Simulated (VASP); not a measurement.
Set up this calculation in VASP 6.6.1, as the native input.

```yaml
Task: single point
Functional: PBE
Potentials_or_basis: VASP PAW PBE potentials, release 64 (Ga_d, Ru_pv, Ir)
Cutoff: 520 eV
k_mesh: 6 × 6 × 4
Occupations: gaussian, width 0.1 eV
Spin: collinear spin, ferromagnetic start
Starting_moments: "[0.0, 0.0, 0.0, 1.0, 1.0] μB"
Dipole_correction: no
Further_INCAR_settings: ALGO = Normal; EDIFF = 1e-06; NBANDS = 43
```

The structure of Ga3IrRu lies in POSCAR:

```
Ga3IrRu
1.0
    5.1518663310      0.0000000000      0.0000000000
   -2.5759331655      4.4616471195      0.0000000000
    0.0000000000      0.0000000000      4.7895851396
Ga Ru Ir
3 1 1
Direct
    0.5000000000      0.0000000000      0.0000000000
    0.0000000000      0.5000000000      0.0000000000
    0.5000000000      0.5000000000      0.0000000000
    0.0000000000      0.0000000000      0.5000000000
    0.0000000000      0.0000000000      0.0000000000
```

The cell was built from a structure type or drawn by symmetry, and may not be a known phase.

The input as run:

INCAR

```
SYSTEM = Ga3IrRu
  ALGO = Normal
  EDIFF = 1E-6
  ENCUT = 520
  GGA = PE
  ISIF = 2
  ISMEAR = 0
  ISPIN = 2
  LASPH = .TRUE.
  LCHARG = .TRUE.
  LELF = .TRUE.
  LMAXMIX = 4
  LORBIT = 11
  LREAL = .FALSE.
  LVHAR = .TRUE.
  LWAVE = .FALSE.
  MAGMOM = 0 0 0 1 1
  NBANDS = 43
  NELM = 150
  PREC = Accurate
  SIGMA = 0.1
```

KPOINTS

```
k-points
0
G
  6 6 4
  0 0 0
```

Potentials or basis: VASP PAW PBE potentials, release 64 (Ga_d, Ru_pv, Ir).

Launch:

```console
$ cat potpaw_PBE.64/Ga_d/POTCAR potpaw_PBE.64/Ru_pv/POTCAR potpaw_PBE.64/Ir/POTCAR > POTCAR
$ mpirun -np 1 vasp_std > vasp.out
```

Results of the run:

```yaml
Pressure: 1.9 GPa
Net_moment: 1.84 μB per cell
Site_moments: Ga +0.01; Ru +1.49; Ir +0.19 μB
Valence_electrons_inside_the_program's_atomic_spheres: Ga 11.64; Ru 12.49; Ir 8.56
```

Run time: 4.5 min on 1 thread of Intel Xeon 8259CL, on a shared host, peak memory 0.37 GiB.
